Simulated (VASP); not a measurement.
Runs of VASP 6.6.1 on MgO. The structure is that of space group Fm-3m (No. 225), or close to it. The cells are those of the table. 

```csv
cell,gap on the mesh (eV)
"a = 2.963, b = 2.963, c = 2.913 Å, angles 60.5, 60.5, 58.9°, 2 atoms",5.89
"a = 2.979, b = 2.979, c = 3.003 Å, angles 59.7, 59.7, 60.5°, 2 atoms",5.50
"a = 2.968, b = 2.968, c = 2.943 Å, angles 60.3, 60.3, 59.5°, 2 atoms",(a)
"a = 2.973 Å, angles 60.0°, 2 atoms",5.66
```

Alike in all rows: no spin polarisation; smearing gaussian 0.01 eV.

Question: Fill in the values left out.

Answer: (a) 5.78.

